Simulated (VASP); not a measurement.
Pt:

```
Pt
1.0
     0.00000    1.96000    1.96000
     1.96000    0.00000    1.96000
     1.96000    1.96000    0.00000
Pt
1
Direct
  0.00000 0.00000 0.00000
```

| Property | Result |
| --- | --- |
| Program | VASP 6.6.1 |
| Task | relaxation of cell and atoms |
| Functional | PBE |
| Potentials or basis | VASP PAW PBE potentials, release 64 (Pt) |
| Cutoff | 500 eV |
| k mesh | 10 × 10 × 10 |
| Occupations | gaussian, width 0.1 eV |
| Spin | no spin polarisation |

At the start: pressure 10.1 GPa; volume 15.06 Å³/atom.

Task: How do energy, volume and symmetry change on relaxing?

Result: Over 4 steps the energy falls by 16.9 meV/atom and the volume is 15.62 Å³/atom (+3.7 %); space group Fm-3m (No. 225, to 0.1 Å) before and after.

The path:
| step | energy change (eV) | largest force (eV/Å) | pressure (GPa) | volume (Å³) |
| --- | --- | --- | --- | --- |
| 1 | 0.0000 | 0.0000 | 10.08 | 15.06 |
| 2 | 0.0851 | 0.0000 | -18.17 | 17.22 |
| 3 | -0.0169 | 0.0000 | -0.30 | 15.64 |
| 4 | -0.0169 | 0.0000 | -0.02 | 15.62 |

Final structure:
```yaml
crystal:
  lattice:
    - [0.00000, 1.98414, 1.98414]
    - [1.98414, 0.00000, 1.98414]
    - [1.98414, 1.98414, 0.00000]
  atoms:
    - { symbol: Pt, position: [0.00000, 0.00000, 0.00000] }
```
